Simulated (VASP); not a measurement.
Set up this calculation in VASP 6.6.1, as the native input.

| Property | Result |
| --- | --- |
| Task | single point |
| Functional | r2SCAN |
| Dispersion | rVV10 |
| Potentials or basis | VASP PAW PBE potentials, release 64 (Au) |
| Cutoff | 520 eV |
| k mesh | 11 × 11 × 11 |
| Occupations | fermi-dirac, width 0.05 eV |
| Spin | no spin polarisation |
| Dipole correction | no |
| Further INCAR settings | ALGO = Normal; EDIFF = 1e-07; NBANDS = 12 |

Crystal: Au.

```
Au
1.0
     0.00000    2.06178    2.06178
     2.06178    0.00000    2.06178
     2.06178    2.06178    0.00000
Au
1
Cartesian
  0.0000 0.0000 0.0000
```

The input as run:

POSCAR

```
Au
1.0
    0.0000000000      2.0617793868      2.0617793868
    2.0617793868      0.0000000000      2.0617793868
    2.0617793868      2.0617793868      0.0000000000
Au
1
Direct
    0.0000000000      0.0000000000      0.0000000000
```

INCAR.step1

```
SYSTEM = Au
PREC = Accurate ; ENCUT = 520
ISMEAR = -1 ; SIGMA = 0.05
LREAL = .FALSE. ; LASPH = .TRUE.
NELM = 100 ; NBANDS = 12
GGA = PE ; ALGO = Normal
EDIFF = 1E-4 ; LWAVE = .TRUE.
LCHARG = .FALSE.
```

INCAR.step2

```
SYSTEM = Au
PREC = Accurate ; ENCUT = 520
EDIFF = 1E-7 ; ISMEAR = -1
SIGMA = 0.05 ; LREAL = .FALSE.
LASPH = .TRUE. ; NELM = 100
ALGO = Normal ; ISIF = 2
LWAVE = .FALSE. ; LCHARG = .FALSE.
METAGGA = R2SCAN ; LMIXTAU = .TRUE.
LUSE_VDW = .TRUE. ; IVDW_NL = 2
BPARAM = 11.95 ; CPARAM = 0.0093
NBANDS = 12 ; ISTART = 1
```

KPOINTS

```
Automatic mesh
0
G
  11 11 11
  0 0 0
```

Potentials or basis: VASP PAW PBE potentials, release 64 (Au).

Launch:

```console
$ cat potpaw_PBE.64/Au/POTCAR > POTCAR
$ cp INCAR.step1 INCAR
$ mpirun -np 1 vasp_std > vasp.out
$ cp INCAR.step2 INCAR
$ mpirun -np 1 vasp_std > vasp.out
```

Results of the run:

The pressure is -1.7 GPa.

Caveat: the PAW data sets were made with another functional, which shifts forces and pressure a little.

Wall time 49 s on 1 thread of Intel(R) Xeon(R) Platinum 8488C (Sapphire Rapids), with other jobs on the host, peak memory 0.21 GiB.
